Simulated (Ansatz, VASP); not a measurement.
One calculation of HgTe, two programs

Contents of INCAR:

```
PREC = Accurate
ENCUT = 520
EDIFF = 1E-6
ISMEAR = -1
SIGMA = 0.08
LREAL = F
LASPH = T
NELM = 80
ALGO = Normal
ISIF = 2
LWAVE = F
LCHARG = F
GGA = PS
NBANDS = 16
```

File KPOINTS:

```
Automatic mesh
0
Gamma
  12 12 12
```

Contents of POSCAR:

```
HgTe
1.0
    0.0000000000      2.9215000000      2.8922850000
    2.9215000000      0.0000000000      2.8922850000
    2.9215000000      2.9215000000      0.0000000000
Hg Te
1 1
Direct
    0.0000000000      0.0000000000      0.0000000000
    0.5000000000      0.5000000000      0.5000000000
```

Input for Ansatz:

```yaml
crystal:
  lattice:
    - [0.0, 2.9215, 2.892285]
    - [2.9215, 0.0, 2.892285]
    - [2.9215, 2.9215, 0.0]
  atoms:
    - { symbol: Hg, position: [0.0, 0.0, 0.0] }
    - { symbol: Te, position: [0.5, 0.5, 0.5] }
kpoints:
  mp_grid: { grid: [12, 12, 12] }
  band_path:
    path:
      - [0.0, 0.0, 0.0]
      - [0.0, 0.5, 0.5]
      - [0.25, 0.75, 0.5]
      - [0.0, 0.5, 0.0]
      - [0.0, 0.0, 0.0]
      - [0.5, 0.5, 0.0]
      - [0.3775380063, 0.6224619937, 0.0]
      - [-0.3775380063, 0.3775380063, 0.0]
      - [0.0, 0.0, 0.0]
    npoints: 5
scf:
  occupations: { method: fermi_dirac, width: 0.08 }
hamiltonian:
  xc: pbesol
  pseudopotentials: { kind: all_electron, lapw: { basis_error: 0.001 } }
output:
  forces: true
  stress: true
  eigenvalues: true
```

Change from the starting cell: zz strain of -1 %.

Alike in both runs: task single point; functional PBEsol; k mesh 12 × 12 × 12; occupations fermi-dirac, width 0.08 eV; no spin polarisation.

|  | VASP | Ansatz |
| --- | --- | --- |
| version | VASP 6.6.1 | Ansatz 0.2.0 |
| potentials or method | VASP PAW PBE potentials, release 64 (Hg, Te), cutoff 520 eV | all-electron LAPW, scalar-relativistic |

Ansatz gave:

| Item | Value |
| --- | --- |
| pressure (GPa) | 7.0 |
| traceless stress, the component that is largest in VASP (GPa) | 0.73 |

**Question.** Estimate VASP's values.

**Answer.** Pressure (GPa): 7.3; traceless stress, the component that is largest in VASP (GPa): 0.75.

VASP's potentials were made for PBE, not for PBEsol. Ansatz ran all-electron here, and VASP with PAW potentials.

Neither program's run includes spin-orbit coupling.
